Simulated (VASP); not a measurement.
# Ca (Im-3m) in VASP: notebook

Runs on Ca. Level: PBE. Tasks: single point, relaxation of cell and atoms.

Everything below comes from runs of VASP 6.6.1. Logs are shortened: lines on timing, memory, paths and dates and some standing lists are left out, and cuts for length are marked.

### 1 The cell of the first run

The structure is cubic, space group Im-3m (No. 229). The conventional cell has a = 3.292 Å, b = 3.292 Å, c = 3.292 Å, α = 90.00°, β = 90.00°, γ = 90.00°. Within 3.8 Å of Ca (site symmetry m-3m) lie 14 Ca at 2.85 to 3.29 Å.

This isn't the form of Ca at room conditions, which is fcc.

### 2 Single point, PBE

Input file INCAR:

```
SYSTEM = Ca
ALGO = Normal
EDIFF = 1E-6
ENCUT = 520
GGA = PE
ISIF = 2
ISMEAR = -1
LASPH = .TRUE.
LCHARG = .FALSE.
LREAL = .FALSE.
LWAVE = .FALSE.
NBANDS = 11
NELM = 80
PREC = Accurate
SIGMA = 0.1
```

Input file KPOINTS:

```
k-points
0
G
  16 16 16
  0 0 0
```

Input file POSCAR:

```
Ca
1.0
   -1.6457809785      1.6457809785      1.6457809785
    1.6457809785     -1.6457809785      1.6457809785
    1.6457809785      1.6457809785     -1.6457809785
Ca
1
Direct
    0.0000000000      0.0000000000      0.0000000000
```

Potentials or basis: VASP PAW PBE potentials, release 64 (Ca_sv).

The run is started by

```bash
$ cat potpaw_PBE.64/Ca_sv/POTCAR > POTCAR
$ mpirun -np 1 vasp_std > vasp.out
```

OUTCAR:

```text
SYSTEM = Ca
   EDIFF = 1E-6
   ENCUT = 520
   GGA = PE
   ISIF = 2
   ISMEAR = -1
   LASPH = .TRUE.
   LREAL = .FALSE.
   NELM = 80
   PREC = Accurate

 ion  position               nearest neighbor table
   1  0.000  0.000  0.000-

  LATTYP: Found a body centered cubic cell.
 ALAT       =     3.2915619570

  Lattice vectors:

 A1 = (  -1.6457809785,   1.6457809785,   1.6457809785)
 A2 = (   1.6457809785,  -1.6457809785,   1.6457809785)
 A3 = (   1.6457809785,   1.6457809785,  -1.6457809785)

Analysis of symmetry for initial positions (statically):
=====================================================================
 Subroutine PRICEL returns:
 Original cell was already a primitive cell.

 Routine SETGRP: Setting up the symmetry group for a
 body centered cubic supercell.

 Subroutine GETGRP returns: Found 48 space group operations
 (whereof 48 operations were pure point group operations)
 out of a pool of 48 trial point group operations.

The static configuration has the point symmetry O_h .

Analysis of symmetry for dynamics (positions and initial velocities):
=====================================================================
 Subroutine PRICEL returns:
 Original cell was already a primitive cell.

 Routine SETGRP: Setting up the symmetry group for a
 body centered cubic supercell.

 Subroutine GETGRP returns: Found 48 space group operations
 (whereof 48 operations were pure point group operations)
 out of a pool of 48 trial point group operations.

The dynamic configuration has the point symmetry O_h .

 Subroutine INISYM returns: Found 48 space group operations
 (whereof 48 operations are pure point group operations),
 and found     1 'primitive' translations

----------------------------------------------------------------------------------------

                                     Primitive cell

  volume of cell :      17.8310

  direct lattice vectors                    reciprocal lattice vectors
    -1.645780978  1.645780978  1.645780978     0.000000000  0.303807133  0.303807133
     1.645780978 -1.645780978  1.645780978     0.303807133  0.000000000  0.303807133
     1.645780978  1.645780978 -1.645780978     0.303807133  0.303807133  0.000000000

  length of vectors
     2.850576273  2.850576273  2.850576273     0.429648167  0.429648167  0.429648167

  position of ions in fractional coordinates (direct lattice)
     0.000000000  0.000000000  0.000000000

  ion indices of the primitive-cell ions
   primitive index   ion index
                 1           1

----------------------------------------------------------------------------------------

 KPOINTS: k-points

Automatic generation of k-mesh.
 Grid dimensions read from file:
 generate k-points for:   16   16   16

 Generating k-lattice:

  Cartesian coordinates                     Fractional coordinates (reciprocal lattice)
     0.000000000  0.018987946  0.018987946     0.062500000  0.000000000  0.000000000
     0.018987946  0.000000000  0.018987946     0.000000000  0.062500000  0.000000000
     0.018987946  0.018987946  0.000000000     0.000000000  0.000000000  0.062500000

  Length of vectors
     0.026853010  0.026853010  0.026853010

  Shift w.r.t. Gamma in fractional coordinates (k-lattice)
     0.000000000  0.000000000  0.000000000

 Subroutine IBZKPT returns following result:
 ===========================================

 Found    145 irreducible k-points:

 Following reciprocal coordinates:
            Coordinates               Weight
  0.000000  0.000000  0.000000      1.000000
  0.062500  0.000000  0.000000     12.000000
  0.125000  0.000000  0.000000     12.000000
  0.187500  0.000000  0.000000     12.000000
  0.250000  0.000000  0.000000     12.000000
  0.312500  0.000000  0.000000     12.000000
[... 16 lines left out ...]
  0.187500  0.187500  0.000000     24.000000
  0.250000  0.187500  0.000000     48.000000
 [... further k-points ...]
   k-points           NKPTS =    145   k-points in BZ     NKDIM =    145   number of bands    NBANDS=     11
   number of dos      NEDOS =    301   number of ions     NIONS =      1
   total plane-waves  NPLWV =  13824
   dimension x,y,z NGX =    24 NGY =   24 NGZ =   24
   dimension x,y,z NGXF=    48 NGYF=   48 NGZF=   48
   ions per type =               1
   NGX,Y,Z   is equivalent  to a cutoff of  14.00, 14.00, 14.00 a.u.
   NGXF,Y,Z  is equivalent  to a cutoff of  27.99, 27.99, 27.99 a.u.
 SYSTEM =  Ca
   PREC   = accura    normal or accurate (medium, high low for compatibility)
   ISTART =      0    job   : 0-new  1-cont  2-samecut
   ICHARG =      2    charge: 1-file 2-atom 10-const
   ISPIN  =      1    spin polarized calculation?
   LNONCOLLINEAR =      F non collinear calculations
   LSORBIT =      F    spin-orbit coupling
   LASPH  =      T    aspherical Exc in radial PAW
   ENCUT  =  520.0 eV  38.22 Ry    6.18 a.u.   5.30  5.30  5.30*2*pi/ulx,y,z
   NELM   =     80;   NELMIN=  2; NELMDL= -5     # of ELM steps
   EDIFF  = 0.1E-05   stopping-criterion for ELM
   LREAL  =      F    real-space projection
   EDIFFG = 0.1E-04   stopping-criterion for IOM
   NSW    =      0    number of steps for IOM
   IBRION =     -1    ionic relax: 0-MD 1-quasi-New 2-CG
   NFREE  =      0    steps in history (QN), initial steepest desc. (CG)
   ISIF   =      2    stress and relaxation
   ISYM   =      2    0-nonsym 1-usesym 2-fastsym
   POTIM  = 0.5000    time-step for ionic-motion
   TEBEG  =    0.0;   TEEND  =   0.0 temperature during run
   PSTRESS=    0.0 pullay stress
   NELECT =      10.0000    total number of electrons
   NUPDOWN=      -1.0000    fix difference up-down
   EMIN   =  10.00;   EMAX   =-10.00  energy-range for DOS
   EFERMI =   0.00;   METHOD = LEGACY
   ISMEAR =    -1;   SIGMA  =   0.10  broadening in eV -4-tet -1-fermi 0-gaus
   EFERMI_NEDOS =   21; number of points for ismear=-14 and -15
   IALGO  =     38    algorithm
   IMIX   =      4    mixing-type and parameters
     AMIX     =   0.40;   BMIX     =  1.00
     AMIX_MAG =   1.60;   BMIX_MAG =  1.00
  volume/ion in A,a.u.               =      17.83       120.33
  Fermi-wavevector in a.u.,A,eV,Ry     =   1.350049  2.551222 24.798410  1.822632
  Thomas-Fermi vector in A             =   2.477585
   LORBIT       =      0    0 simple, 1 ext, 2 COOP (PROOUT), +10 PAW based schemes
   GGA     = PE    functional components
   LHFCALC =     F    Hartree Fock is set to
   AEXX    =    0.0000 exact exchange contribution
   IVDW    =     0    specifies the selected vdW correction
   LEPSILON=     F    determine dielectric tensor
   LRPA    =     F    only Hartree local field effects (RPA)
 non-spin polarized calculation
  energy-cutoff  :      520.00
  volume of cell :       17.83
 maximum number of plane-waves:       491
 NGX is ok and might be reduce to    24
   NGX = 11   NGY = 11   NGZ = 11

 number of electron      10.0000000 magnetization

 Free energy of the ion-electron system (eV)
  ---------------------------------------------------
  ext. energy  EPLUGINS =         0.00000000
  ---------------------------------------------------
  free energy    TOTEN  =         0.26681610 eV

  energy without entropy =        0.29014591  energy(sigma->0) =        0.27848100

 E-fermi :   6.5936     XC(G=0): -10.9893

 val. band max:        6.5915378539   @ k =   0.1875   0.1875   0.1250
 cond. band min:       6.6122437447   @ k =  -0.3750  -0.4375   0.1250
 fundamental gap:      0.0207058909
 Fermi energy:         6.5936446355

 k-point     1 :       0.0000    0.0000    0.0000
  band No.  band energies     occupation
      1     -34.1155      2.00000
      2     -14.0514      2.00000
      3     -14.0514      2.00000
      4     -14.0514      2.00000
      5       2.1419      2.00000
      6      10.0286      0.00000
      7      10.0286      0.00000
      8      10.0286      0.00000
      9      12.4076      0.00000
     10      12.4076      0.00000
     11      22.4572      0.00000

 k-point     2 :       0.0625    0.0000    0.0000
  band No.  band energies     occupation
      1     -34.0978      2.00000
      2     -14.1387      2.00000
      3     -14.0744      2.00000
      4     -14.0530      2.00000
      5       2.3109      2.00000
      6       9.9124      0.00000
      7       9.9790      0.00000
      8      10.1751      0.00000
      9      12.2402      0.00000
     10      12.4066      0.00000
     11      22.5679      0.00000

 k-point     3 :       0.1250    0.0000    0.0000
  band No.  band energies     occupation
      1     -34.0470      2.00000
      2     -14.3812      2.00000
      3     -14.1389      2.00000
      4     -14.0575      2.00000
      5       2.7870      2.00000
      6       9.6009      0.00000
      7       9.7571      0.00000
      8      10.6054      0.00000
      9      11.9559      0.00000
     10      12.4161      0.00000
     11      22.7835      0.00000

 k-point     4 :       0.1875    0.0000    0.0000
  band No.  band energies     occupation
      1     -33.9700      2.00000
      2     -14.7295      2.00000
      3     -14.2340      2.00000
      4     -14.0643      2.00000
      5       3.4787      2.00000
      6       9.1785      0.00000
      7       9.3038      0.00000
      8      11.2918      0.00000
      9      11.8911      0.00000
     10      12.4648      0.00000
     11      22.7396      0.00000
[... 239 lines left out ...]
 k-point    22 :       0.4375    0.1250    0.0000
  band No.  band energies     occupation
      1     -33.6098      2.00000
      2     -15.9726      2.00000
      3     -14.7424      2.00000
      4     -14.1933      2.00000
      5       5.4268      1.99998
      6       7.7840      0.00001
      7       9.2235      0.00000
      8      12.4630      0.00000
      9      13.5217      0.00000
     10      15.8625      0.00000
     11      19.6825      0.00000

 k-point    23 :       0.1875    0.1875    0.0000
  band No.  band energies     occupation
      1     -33.7618      2.00000
      2     -15.4425      2.00000
      3     -14.5216      2.00000
      4     -14.2014      2.00000
      5       5.3036      2.00000
      6       7.9514      0.00000
      7       8.5369      0.00000
      8      11.7697      0.00000
      9      13.2180      0.00000
     10      13.6893      0.00000
     11      21.6589      0.00000

 k-point    24 :       0.2500    0.1875    0.0000
  band No.  band energies     occupation
      1     -33.6867      2.00000
      2     -15.6388      2.00000
      3     -14.6865      2.00000
      4     -14.2289      2.00000
      5       5.8170      1.99915
      6       7.6853      0.00004
      7       8.4535      0.00000
      8      12.0113      0.00000
      9      13.3393      0.00000
     10      14.7529      0.00000
     11      20.8227      0.00000

 [... further k-points ...]

------------------------ aborting loop because EDIFF is reached ----------------------------------------

  FORCE on cell =-STRESS in cart. coord.  units (eV):
  Direction    XX          YY          ZZ          XY          YZ          ZX
  --------------------------------------------------------------------------------------
  -------------------------------------------------------------------------------------
  Total        5.7023773      5.7023773      5.7023773      0.0000000      0.0000000     -0.0000000
  in kB      512.3779420    512.3779420    512.3779420      0.0000000      0.0000000     -0.0000000
  external PRESSURE =     512.3779420 kB  Pullay stress =       0.0000000 kB

 VOLUME and BASIS-vectors are now :
 -----------------------------------------------------------------------------
  energy-cutoff  :      520.00
  volume of cell :       17.83
      direct lattice vectors                 reciprocal lattice vectors
    -1.645780978  1.645780978  1.645780978     0.000000000  0.303807133  0.303807133
     1.645780978 -1.645780978  1.645780978     0.303807133  0.000000000  0.303807133
     1.645780978  1.645780978 -1.645780978     0.303807133  0.303807133  0.000000000

 POSITION                                       TOTAL-FORCE (eV/Angst)
 -----------------------------------------------------------------------------------
      0.00000      0.00000      0.00000         0.000000     -0.000000      0.000000
 -----------------------------------------------------------------------------------
    total drift:                                0.000000      0.000000     -0.000000

  FREE ENERGIE OF THE ION-ELECTRON SYSTEM (eV)
  ---------------------------------------------------
  free  energy   TOTEN  =         0.2668161020 eV

  energy  without entropy=        0.2901459058  energy(sigma->0) =        0.27848100
```

It took 13 s on 1 thread of Intel Xeon Platinum 8375C at 2.90GHz (Ice Lake), shared host; peak memory 0.16 GiB.

What came out:

```
Free energy            : 0.2668 eV
Pressure               : 51.2 GPa
Band gap on the k mesh : zero (bands 5 and 6 overlap by 2.88 eV)
```

Caveat: the cell stands under pressure.

[end of part 1 of 2]
